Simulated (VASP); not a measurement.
Crystal: Yb.

```
CELL_PARAMETERS angstrom
0.00000 2.60966 2.60966
2.60966 0.00000 2.60966
2.60966 2.60966 0.00000
ATOMIC_POSITIONS crystal
Yb 0.00000 0.00000 0.00000
```

Base run:

| Property | Result |
| --- | --- |
| Program | VASP 6.6.1 |
| Functional | r2SCAN |
| Potentials or basis | VASP PAW PBE potentials, release 64 (Yb) |
| Cutoff | 520 eV |
| k mesh | 17 × 17 × 17 |
| Occupations | fermi-dirac, width 0.1 eV |
| Spin | no spin polarisation |

Its results: pressure -0.4 GPa.

Problem. The run is repeated on the same cell with these changes: k mesh from 17 × 17 × 17 to 11 × 11 × 11. What comes out?

Solution. Pressure -0.9 GPa.

Caveats: the PAW data sets were made with another functional, which shifts forces and pressure a little.
